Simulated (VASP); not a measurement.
Here is a VASP 6.6.1 calculation.

INCAR

```
PREC = Accurate ; ENCUT = 520
EDIFF = 1E-6 ; ISMEAR = -1
SIGMA = 0.05 ; LREAL = F
LASPH = T ; NELM = 80
ALGO = Normal ; ISIF = 2
LWAVE = F ; LCHARG = F
GGA = CA ; NBANDS = 22
```

The input KPOINTS:

```
regular mesh
0
Gamma
  7 7 4
```

The input POSCAR:

```
Cd2S
1.0
    3.8817765334      0.0000000000      0.0000000000
   -1.9408882667      3.3617170898      0.0000000000
    0.0000000000      0.0000000000      5.6906037861
Cd S
2 1
Direct
    0.3333333333      0.6666666667      0.9327170000
    0.6666666667      0.3333333333      0.5787350000
    0.3333333333      0.6666666667      0.3657050000
```

Potentials or basis: VASP PAW LDA potentials, release 64 (Cd, S).

The run is started by

```console
$ cat potpaw_LDA.64/Cd/POTCAR potpaw_LDA.64/S/POTCAR > POTCAR
$ mpirun -np 1 vasp_std > vasp.out
```

Q: What does it give for the pressure?

A: -2.2 GPa.

Q: Predict the band gap on the k mesh.

A: 0.48 eV (least direct gap 0.94 eV).

Q: Predict the largest force.

A: 0.149 eV/Å.

Stress tensor (GPa, compression positive):
```
-2.13  0.00  0.00
 0.00 -2.13  0.00
 0.00  0.00 -2.25
```

Caveat: semilocal functionals underestimate gaps, and a narrow one can read as zero. A k mesh can miss the band edges.
